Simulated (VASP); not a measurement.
# InSb (F-43m) in VASP: notebook

InSb is run at these levels: PBEsol, LDA; tasks: single point.

Program: VASP 6.6.1. These are calculated values, not measurements. Logs are shortened: lines on timing, memory, paths and dates and some standing lists are left out, and cuts for length are marked.

**Measured values to compare with.**

From “Electronic Structure and Epitaxy of CdTe Shells on InSb Nanowires”, 2021, arxiv:2111.05126, for a bulk crystal of InSb: band gap 0.24 eV.

How close the calculation comes is told below.

## 1. The cell of the first run

It takes space group F-43m (No. 216, cubic). The conventional cell has a = 6.478 Å, b = 6.478 Å, c = 6.478 Å, α = 90.00°, β = 90.00°, γ = 90.00°. In (site symmetry -43m) has 4 Sb at 2.81 Å within 3.7 Å. Within 3.7 Å of Sb (site symmetry -43m) lie 4 In at 2.81 Å.

## 2. Single point, PBEsol

The input, INCAR:

```
PREC = Accurate
ENCUT = 520
EDIFF = 1E-7
ISMEAR = 0
SIGMA = 0.1
LREAL = False
LASPH = True
NELM = 100
ALGO = Normal
ISIF = 2
LWAVE = False
LCHARG = True
GGA = PS
LELF = True
LVHAR = True
NBANDS = 16
```

The input, KPOINTS:

```
regular mesh
0
Gamma
  6 6 6
```

The input, POSCAR:

```
InSb
1.0
    0.0000000000      3.2391000000      3.2391000000
    3.2391000000      0.0000000000      3.2391000000
    3.2391000000      3.2391000000      0.0000000000
In Sb
1 1
Direct
    0.0000000000      0.0000000000      0.0000000000
    0.2500000000      0.2500000000      0.2500000000
```

Potentials or basis: VASP PAW PBE potentials, release 64 (In_d, Sb).

Started as:

```console
cat potpaw_PBE.64/In_d/POTCAR potpaw_PBE.64/Sb/POTCAR > POTCAR
mpirun -np 1 vasp_std > vasp.out
```

OUTCAR:

```text
PREC = Accurate
   ENCUT = 520
   EDIFF = 1E-7
   ISMEAR = 0
   LREAL = False
   LASPH = True
   NELM = 100
   ISIF = 2
   GGA = PS

 ion  position               nearest neighbor table
   1  0.000  0.000  0.000-   2 2.81   2 2.81   2 2.81   2 2.81
   2  0.250  0.250  0.250-   1 2.81   1 2.81   1 2.81   1 2.81

  LATTYP: Found a face centered cubic cell.
 ALAT       =     6.4782000000

  Lattice vectors:

 A1 = (   0.0000000000,   3.2391000000,   3.2391000000)
 A2 = (   3.2391000000,   0.0000000000,   3.2391000000)
 A3 = (   3.2391000000,   3.2391000000,   0.0000000000)

Analysis of symmetry for initial positions (statically):
=====================================================================
 Subroutine PRICEL returns:
 Original cell was already a primitive cell.

 Routine SETGRP: Setting up the symmetry group for a
 face centered cubic supercell.

 Subroutine GETGRP returns: Found 24 space group operations
 (whereof 24 operations were pure point group operations)
 out of a pool of 48 trial point group operations.

The static configuration has the point symmetry T_d .

Analysis of symmetry for dynamics (positions and initial velocities):
=====================================================================
 Subroutine PRICEL returns:
 Original cell was already a primitive cell.

 Routine SETGRP: Setting up the symmetry group for a
 face centered cubic supercell.

 Subroutine GETGRP returns: Found 24 space group operations
 (whereof 24 operations were pure point group operations)
 out of a pool of 48 trial point group operations.

The dynamic configuration has the point symmetry T_d .

 Subroutine INISYM returns: Found 24 space group operations
 (whereof 24 operations are pure point group operations),
 and found     1 'primitive' translations

----------------------------------------------------------------------------------------

                                     Primitive cell

  volume of cell :      67.9678

  direct lattice vectors                    reciprocal lattice vectors
     0.000000000  3.239100000  3.239100000    -0.154363867  0.154363867  0.154363867
     3.239100000  0.000000000  3.239100000     0.154363867 -0.154363867  0.154363867
     3.239100000  3.239100000  0.000000000     0.154363867  0.154363867 -0.154363867

  length of vectors
     4.580779150  4.580779150  4.580779150     0.267366060  0.267366060  0.267366060
[... 70 lines left out ...]
   ENCUT  =  520.0 eV  38.22 Ry    6.18 a.u.   8.52  8.52  8.52*2*pi/ulx,y,z
   NELM   =    100;   NELMIN=  2; NELMDL= -5     # of ELM steps
   EDIFF  = 0.1E-06   stopping-criterion for ELM
   LREAL  =      F    real-space projection
   EDIFFG = 0.1E-05   stopping-criterion for IOM
   NSW    =      0    number of steps for IOM
   IBRION =     -1    ionic relax: 0-MD 1-quasi-New 2-CG
   NFREE  =      0    steps in history (QN), initial steepest desc. (CG)
   ISIF   =      2    stress and relaxation
   ISYM   =      2    0-nonsym 1-usesym 2-fastsym
   POTIM  = 0.5000    time-step for ionic-motion
   TEBEG  =    0.0;   TEEND  =   0.0 temperature during run
   PSTRESS=    0.0 pullay stress
   NELECT =      18.0000    total number of electrons
   NUPDOWN=      -1.0000    fix difference up-down
   EMIN   =  10.00;   EMAX   =-10.00  energy-range for DOS
   EFERMI =   0.00;   METHOD = LEGACY
   ISMEAR =     0;   SIGMA  =   0.10  broadening in eV -4-tet -1-fermi 0-gaus
   EFERMI_NEDOS =   21; number of points for ismear=-14 and -15
   IALGO  =     38    algorithm
   IMIX   =      4    mixing-type and parameters
     AMIX     =   0.40;   BMIX     =  1.00
     AMIX_MAG =   1.60;   BMIX_MAG =  1.00
  volume/ion in A,a.u.               =      33.98       229.33
  Fermi-wavevector in a.u.,A,eV,Ry     =   1.051311  1.986690 15.037912  1.105255
  Thomas-Fermi vector in A             =   2.186349
   LORBIT       =      0    0 simple, 1 ext, 2 COOP (PROOUT), +10 PAW based schemes
   GGA     = PS    functional components
   LHFCALC =     F    Hartree Fock is set to
   AEXX    =    0.0000 exact exchange contribution
   IVDW    =     0    specifies the selected vdW correction
   LEPSILON=     F    determine dielectric tensor
   LRPA    =     F    only Hartree local field effects (RPA)
 non-spin polarized calculation
 Gauss-broadening in eV      SIGMA  =   0.10
  energy-cutoff  :      520.00
  volume of cell :       67.97
 maximum number of plane-waves:      1853
 NGX is ok and might be reduce to    36
   NGX = 17   NGY = 17   NGZ = 17

 number of electron      17.9999993 magnetization

 Free energy of the ion-electron system (eV)
  ---------------------------------------------------
  ext. energy  EPLUGINS =         0.00000000
  ---------------------------------------------------
  free energy    TOTEN  =        -7.67342649 eV

  energy without entropy =       -7.67271226  energy(sigma->0) =       -7.67306937

 E-fermi :   5.0046     XC(G=0):  -8.8664

 val. band max:        4.9741406979   @ k =   0.0000   0.0000   0.0000
 cond. band min:       5.4426785993   @ k =   0.5000   0.0000   0.0000
 fundamental gap:      0.4685379013
 Fermi energy:         5.0045989897

 k-point     1 :       0.0000    0.0000    0.0000
  band No.  band energies     occupation
      1      -9.5750      2.00000
      2      -9.5750      2.00000
      3      -9.5750      2.00000
      4      -9.4886      2.00000
      5      -9.4886      2.00000
      6      -5.7779      2.00000
[... 281 lines left out ...]
      3      -9.5322      2.00000
      4      -9.5015      2.00000
      5      -9.4838      2.00000
      6      -3.7576      2.00000
[... 8 lines left out ...]
     15      14.7358      0.00000
     16      15.4222      0.00000

------------------------ aborting loop because EDIFF is reached ----------------------------------------

  FORCE on cell =-STRESS in cart. coord.  units (eV):
  Direction    XX          YY          ZZ          XY          YZ          ZX
  --------------------------------------------------------------------------------------
  -------------------------------------------------------------------------------------
  Total        0.3966980      0.3966980      0.3966980      0.0000000      0.0000000      0.0000000
  in kB        9.3512045      9.3512045      9.3512045      0.0000000      0.0000000      0.0000000
  external PRESSURE =       9.3512045 kB  Pullay stress =       0.0000000 kB

 VOLUME and BASIS-vectors are now :
 -----------------------------------------------------------------------------
  energy-cutoff  :      520.00
  volume of cell :       67.97
      direct lattice vectors                 reciprocal lattice vectors
     0.000000000  3.239100000  3.239100000    -0.154363867  0.154363867  0.154363867
     3.239100000  0.000000000  3.239100000     0.154363867 -0.154363867  0.154363867
     3.239100000  3.239100000  0.000000000     0.154363867  0.154363867 -0.154363867

 POSITION                                       TOTAL-FORCE (eV/Angst)
 -----------------------------------------------------------------------------------
      0.00000      0.00000      0.00000         0.000000      0.000000     -0.000000
      1.61955      1.61955      1.61955        -0.000000     -0.000000      0.000000
 -----------------------------------------------------------------------------------
    total drift:                               -0.000000     -0.000000     -0.000000

  FREE ENERGIE OF THE ION-ELECTRON SYSTEM (eV)
  ---------------------------------------------------
  free  energy   TOTEN  =        -7.6734264860 eV

  energy  without entropy=       -7.6727122556  energy(sigma->0) =       -7.67306937
```

stdout:

```text
POSCAR found type information on POSCAR InSb
 POSCAR found :  2 types and       2 ions
 scaLAPACK will be used
 -----------------------------------------------------------------------------
|                                                                             |
|                                                                             |
|     You enforced a specific xc type in the INCAR file but a different       |
|     I HOPE YOU KNOW WHAT YOU ARE DOING!                                     |
|                                                                             |
 -----------------------------------------------------------------------------

 LDA part: xc-table for (Slater+PW92), standard interpolation
 POSCAR, INCAR and KPOINTS ok, starting setup
 FFT: planning ... GRIDC
 FFT: planning ... GRID_SOFT
 FFT: planning ... GRID
 WAVECAR not read
 entering main loop
```

Run time: 49 s. Hardware: 1 thread of AMD EPYC 7R13, shared host; peak memory 0.18 GiB.

What came out:

| Property | Result |
| --- | --- |
| Free energy | -7.6734 eV |
| Pressure | 0.9 GPa |
| Band gap on the k mesh | zero (filled and empty bands touch) |

Levels at points of the mesh, in eV from the Fermi level:
```csv
k point,band 7,band 8,band 9,band 10,band 11,band 12
"(0.00, 0.00, 0.00)",-0.29,-0.03,-0.03,-0.03,2.89,2.89
"(0.50, 0.00, 0.00)",-5.69,-1.05,-1.05,0.44,3.74,3.74
"(0.50, 0.50, 0.00)",-5.99,-2.31,-2.31,1.22,1.23,8.09
```

Caveat: semilocal functionals underestimate gaps, and a narrow one can read as zero; the PAW data sets were made with another functional, which shifts forces and pressure a little; spin-orbit coupling is left out, which moves the levels of the heavy elements.

## 3. Single point, LDA

This run uses another cell than the first one, of 34.64 Å³/atom.

The input, INCAR:

```
ALGO = Normal ; EDIFF = 1E-6
ENCUT = 520 ; ISIF = 2
ISMEAR = 0 ; LASPH = True
LCHARG = False ; LREAL = False
LWAVE = False ; NBANDS = 16
NELM = 100 ; PREC = Accurate
SIGMA = 0.1
```

The input, KPOINTS:

```
k-points
0
Gamma
  12 12 12
```

The input, POSCAR:

```
InSb
1.0
    0.0000000000      3.2599290567      3.2599290567
    3.2599290567      0.0000000000      3.2599290567
    3.2599290567      3.2599290567      0.0000000000
In Sb
1 1
Direct
    0.0000000000      0.0000000000      0.0000000000
    0.2500000000      0.2500000000      0.2500000000
```

Potentials or basis: VASP PAW LDA potentials, release 64 (In_d, Sb).

Started as:

```console
cat potpaw_LDA.64/In_d/POTCAR potpaw_LDA.64/Sb/POTCAR > POTCAR
mpirun -np 1 vasp_std > vasp.out
```

Run time: 2.7 min. Hardware: 1 thread of AMD EPYC 7R13, shared host; peak memory 0.2 GiB.

It converged, with:

- Free energy: -8.2083 eV
- Pressure: -1.3 GPa
- Band gap on the k mesh: zero (filled and empty bands touch)

Levels at points of the mesh, in eV from the Fermi level:
```
           k point  band 6  band 7  band 8  band 9  band 10  band 11  band 12  band 13
(0.00, 0.00, 0.00)  -10.71   -0.53   -0.06   -0.06    -0.06     2.86     2.86     2.86
(0.50, 0.00, 0.00)   -9.39   -5.64   -1.04   -1.04     0.33     3.71     3.71     5.89
(0.50, 0.50, 0.00)   -8.80   -5.95   -2.27   -2.27     1.20     1.22     7.87     7.87
```

Caveat: semilocal functionals underestimate gaps, and a narrow one can read as zero; spin-orbit coupling is left out, which moves the levels of the heavy elements.

## 4. How close it comes

Step 2. Measured gap of InSb: 0.24 eV (quoted in “Electronic Structure and Epitaxy of CdTe Shells on InSb Nanowires”, 2021, arxiv:2111.05126). This calculation gives 0.00 eV (-0.24 eV). Spin-orbit coupling on In, Sb is left out. The value is that of PBEsol on a finite k mesh, which can miss the band edges, without temperature or zero-point motion. Semilocal functionals fall short of measured gaps as a rule.

The gap in the log of VASP goes by the Fermi energy; the results here count the filled bands.